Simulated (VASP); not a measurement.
Set up this calculation in VASP 6.6.1, as the native input.

* Task: single point
* Functional: PBE
* Potentials or basis: VASP PAW PBE potentials, release 64 (Sn_d)
* Cutoff: 520 eV
* k mesh: 9 × 9 × 9
* Occupations: fermi-dirac, width 0.03 eV
* Spin: no spin polarisation
* Dipole correction: no
* Further INCAR settings: ALGO = Normal; EDIFF = 1e-06; NBANDS = 21

The structure of Sn lies in POSCAR:

```
Sn
1.0
    0.0000000000      3.2347450694      3.2347450694
    3.2347450694      0.0000000000      3.2347450694
    3.2347450694      3.2347450694      0.0000000000
Sn
2
Direct
    0.5000000000      0.5000000000      0.5000000000
    0.7500000000      0.7500000000      0.7500000000
```

This cell differs from its parent crystal: volume scaled by 0.99.

One way to write it, as run:

INCAR

```
ALGO     = Normal         # electronic algorithm
EDIFF    = 1E-6           # SCF threshold, eV
ENCUT    = 520            # plane-wave cutoff, eV
GGA      = PE             # functional
ISIF     = 2              # what is computed and relaxed
ISMEAR   = -1             # smearing method
LASPH    = T              # aspherical terms in the spheres
LCHARG   = F              # write CHGCAR
LREAL    = F              # projectors in reciprocal space
LWAVE    = F              # write WAVECAR
NBANDS   = 21             # bands
NELM     = 100            # most SCF steps
PREC     = Accurate       # precision mode
SIGMA    = 0.03           # smearing width, eV
```

KPOINTS

```
k-points
0
Gamma
  9 9 9
```

Potentials or basis: VASP PAW PBE potentials, release 64 (Sn_d).

The run is started by

```console
$ cat potpaw_PBE.64/Sn_d/POTCAR > POTCAR
$ mpirun -np 1 vasp_std > vasp.out
```

Results of the run:

```yaml
Pressure: 3.7 GPa
Band_gap_on_the_k_mesh: zero (band 14 reaches 5.83 eV, above the bottom of band 15 at 5.77 eV)
```

Caveat: spin-orbit coupling is left out, which moves the levels of the heavy elements.

Run time: 44 s on 1 thread of Intel(R) Xeon(R) Platinum 8259CL CPU @ 2.50GHz (Skylake/Cascade Lake), on a shared host, peak memory 0.21 GiB.
